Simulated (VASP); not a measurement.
# MoS2: single point with revPBE

The system is MoS2.

```
Mo S
1.0
     3.20324    0.00000    0.00000
    -1.60162    2.77408    0.00000
     0.00000    0.00000   27.74268
Mo S
3 6
Direct
  0.33333 0.66667 0.33320
  0.33333 0.66667 0.66680
  0.66667 0.33333 0.00000
  0.66667 0.33333 0.27684
  0.66667 0.33333 0.61044
  0.33333 0.66667 0.94364
  0.66667 0.33333 0.38956
  0.66667 0.33333 0.72316
  0.33333 0.66667 0.05636
```

```yaml
Program: VASP 6.6.1
Task: single point
Functional: revPBE
Potentials_or_basis: VASP PAW PBE potentials, release 64 (Mo_sv, S)
Cutoff: 500 eV
k_mesh: 10 × 10 × 1
Occupations: fermi-dirac, width 0.05 eV
Spin: no spin polarisation
```

```
Pressure               : -0.1 GPa
Largest force          : 0.019 eV/Å
Band gap on the k mesh : 1.70 eV (least direct gap 1.88 eV)
```

Forces on the atoms (eV/Å):
```
Mo   0.000  0.000  0.000
Mo   0.000  0.000  0.000
Mo   0.000  0.000  0.000
S    0.000  0.000  0.019
S    0.000  0.000  0.019
S    0.000  0.000  0.019
S    0.000  0.000 -0.019
S    0.000  0.000 -0.019
S    0.000  0.000 -0.019
```

Levels at points of the mesh, in eV from the valence-band top:
| k point | band 37 | band 38 | band 39 | band 40 | band 41 | band 42 |
| --- | --- | --- | --- | --- | --- | --- |
| (0.00, 0.00, 0.00) | -0.04 | 0.00 | 0.00 | 2.65 | 2.65 | 2.65 |
| (0.50, 0.00, 0.00) | -0.67 | -0.67 | -0.67 | 2.13 | 2.13 | 2.13 |

It took 3.4 min on 1 thread of Intel(R) Xeon(R) Platinum 8175M CPU @ 2.50GHz (Skylake/Cascade Lake), with other jobs on the host, peak memory 0.39 GiB.

Caveat: the PAW data sets were made with another functional, which shifts forces and pressure a little; an odd mesh through Γ misses points on the zone boundary, where band edges can lie.
